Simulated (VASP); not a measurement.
**Te: single point with PBE**

Te:

```
CELL_PARAMETERS angstrom
2.48372 0.00000 0.00000
-1.24186 2.15097 0.00000
0.00000 0.00000 2.33014
ATOMIC_POSITIONS crystal
Te 0.00000 0.00000 0.00000
```

This isn't the form of Te at room conditions, which is trigonal, of chains.

* Program: VASP 6.6.1
* Task: single point
* Functional: PBE
* Potentials or basis: VASP PAW PBE potentials, release 64 (Te)
* Cutoff: 520 eV
* k mesh: 15 × 15 × 13
* Occupations: fermi-dirac, width 0.1 eV
* Spin: no spin polarisation
* Dipole correction: no
* Further INCAR settings: ALGO = Normal; EDIFF = 1e-06; NBANDS = 9

```yaml
Pressure: 361.1 GPa
Band_gap_on_the_k_mesh: zero (bands 3 and 4 overlap by 14.81 eV)
```

Stress tensor (GPa, compression positive):
```
361.90   0.00   0.00
  0.00 361.90   0.00
  0.00   0.00 359.35
```

Levels at points of the mesh, in eV from the Fermi level:
| k point | band 1 | band 2 | band 3 | band 4 | band 5 | band 6 | band 7 |
| --- | --- | --- | --- | --- | --- | --- | --- |
| (0.00, 0.00, 0.00) | -24.97 | 2.75 | 6.88 | 6.88 | 7.00 | 7.12 | 11.17 |

It took 16 s on 1 thread of Intel Xeon 6455B (shared host), peak memory 0.13 GiB.

Caveat: the cell stands under pressure; spin-orbit coupling is left out, which moves the levels of the heavy elements.
